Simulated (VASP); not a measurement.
Set up this calculation in VASP 6.6.1, as the native input.

```yaml
Task: single point
Functional: PBE
Potentials_or_basis: VASP PAW PBE potentials, release 64 (Be, Se, O)
Cutoff: 520 eV
k_mesh: 6 × 6 × 4
Occupations: gaussian, width 0.02 eV
Spin: no spin polarisation
Dipole_correction: no
Further_INCAR_settings: ALGO = Normal; EDIFF = 1e-06; NBANDS = 44
```

The structure of BeSeO4 lies in POSCAR:

```
BeSeO4
1.0
    5.3186626929     -0.0000000289      0.0000000000
   -2.6593313214      4.6060970206      0.0000000000
    0.0000000000      0.0000000000      8.6802249000
Be Se O
2 2 8
Direct
    0.6666666667      0.3333333333      0.0775050000
    0.3333333333      0.6666666667      0.5775050000
    0.6666666667      0.3333333333      0.4524460000
    0.3333333333      0.6666666667      0.9524460000
    0.6666666667      0.3333333333      0.2642940000
    0.5005690000      0.0011380000      0.0148790000
    0.5005690000      0.4994310000      0.0148790000
    0.9988620000      0.4994310000      0.0148790000
    0.0011380000      0.5005690000      0.5148790000
    0.4994310000      0.5005690000      0.5148790000
    0.4994310000      0.9988620000      0.5148790000
    0.3333333333      0.6666666667      0.7642940000
```

The cell was built from a structure type or drawn by symmetry, and may not be a known phase.

These files were run (other wordings do the same):

INCAR

```
SYSTEM = BeSeO4
PREC     = Accurate       ! precision mode
ENCUT    = 520            ! plane-wave cutoff, eV
EDIFF    = 1E-6           ! SCF threshold, eV
ISMEAR   = 0              ! smearing method
SIGMA    = 0.02           ! smearing width, eV
LREAL    = .False.        ! projectors in reciprocal space
LASPH    = .True.         ! aspherical terms in the spheres
NELM     = 100            ! most SCF steps
ALGO     = Normal         ! electronic algorithm
ISIF     = 2              ! what is computed and relaxed
LWAVE    = .False.        ! write WAVECAR
LCHARG   = .True.         ! write CHGCAR
GGA      = PE             ! functional
LELF     = .True.         ! ELF
LVHAR    = .True.       
NBANDS   = 44             ! bands
```

KPOINTS

```
Automatic mesh
0
Gamma
  6 6 4
  0 0 0
```

Potentials or basis: VASP PAW PBE potentials, release 64 (Be, Se, O).

Run with:

```bash
$ cat potpaw_PBE.64/Be/POTCAR potpaw_PBE.64/Se/POTCAR potpaw_PBE.64/O/POTCAR > POTCAR
$ mpirun -np 1 vasp_std > vasp.out
```

It gave:

```yaml
Pressure: 0.8 GPa
Largest_force: 0.278 eV/Å
Band_gap_on_the_k_mesh: 3.46 eV
```

Run time: 6.2 min on 1 thread of Intel Xeon 8259CL, on a shared host, peak memory 0.43 GiB.
